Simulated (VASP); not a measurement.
Write the native input for VASP 6.6.1 that does the following.

* Task: single point
* Functional: LDA
* Potentials or basis: VASP PAW LDA potentials, release 64 (Sr_sv)
* Cutoff: 520 eV
* k mesh: 4 × 4 × 6
* Occupations: methfessel-paxton, width 0.05 eV
* Spin: no spin polarisation
* Dipole correction: no
* Further INCAR settings: ALGO = Normal; EDIFF = 1e-07; NBANDS = 22

The structure of Sr lies in POSCAR:

```
Sr
1.0
    7.0659520000      0.0000000000      0.0000000000
   -3.5329760000      6.1192940000      0.0000000000
    0.0000000000      0.0000000000      3.8166330000
Sr
3
Direct
    0.0000000000      0.6657830000      0.0000000000
    0.3342170000      0.3342170000      0.0000000000
    0.6657830000      0.0000000000      0.0000000000
```

These files were run (other wordings do the same):

INCAR

```
SYSTEM = Sr
PREC = Accurate ; ENCUT = 520
EDIFF = 1E-7 ; ISMEAR = 1
SIGMA = 0.05 ; LREAL = .FALSE.
LASPH = .TRUE. ; NELM = 100
ALGO = Normal ; ISIF = 2
LWAVE = .FALSE. ; LCHARG = .FALSE.
GGA = CA ; NBANDS = 22
```

KPOINTS

```
regular mesh
0
G
  4 4 6
  0 0 0
```

Potentials or basis: VASP PAW LDA potentials, release 64 (Sr_sv).

Launch:

```console
$ cat potpaw_LDA.64/Sr_sv/POTCAR > POTCAR
$ mpirun -np 1 vasp_std > vasp.out
```

Results of the run:

```yaml
Pressure: -1.3 GPa
Largest_force: 0.012 eV/Å
Band_gap_on_the_k_mesh: zero (band 15 reaches 1.77 eV, above the bottom of band 16 at 1.06 eV)
```

Wall time 22 s on 1 thread of Intel(R) Xeon(R) 6975P-C (Granite Rapids), with other jobs on the host, peak memory 0.22 GiB.
